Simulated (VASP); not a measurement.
## C: single point with PBEsol+D3(BJ)

Crystal: C.

```
CELL_PARAMETERS angstrom
1.22905 0.70959 3.28297
-1.22905 0.70959 3.28297
0.00000 -1.41918 3.28297
ATOMIC_POSITIONS crystal
C 0.15571 0.15571 0.19799
C 0.84429 0.84429 0.80201
```

This cell differs from its parent crystal: atoms displaced along a vibrational mode.

```json
{
  "Program": "VASP 6.6.1",
  "Task": "single point",
  "Functional": "PBEsol",
  "Dispersion": "D3(BJ)",
  "Potentials or basis": "VASP PAW PBE potentials, release 64 (C)",
  "Cutoff": "520 eV",
  "k mesh": "15 × 15 × 15",
  "Occupations": "gaussian, width 0.05 eV",
  "Spin": "no spin polarisation"
}
```

```json
{
 "Pressure": "8.2 GPa",
 "Largest force": "7.636 eV/Å",
 "Dispersion energy per atom": "-0.113 eV"
}
```

Forces in eV/Å, atoms in the order of the input:
```
C    0.000  7.579 -0.929
C    0.000 -7.579  0.929
```

Stress tensor (GPa, compression positive):
```
-4.47  0.00  0.00
 0.00 29.49  4.38
 0.00  4.38 -0.42
```

It took 5.3 min on 1 thread of AMD EPYC 7R13 (shared host), peak memory 0.24 GiB.

Caveat: the cell differs from its parent crystal (atoms displaced along a vibrational mode); the cell stands under pressure; the PAW data sets were made with another functional, which shifts forces and pressure a little.
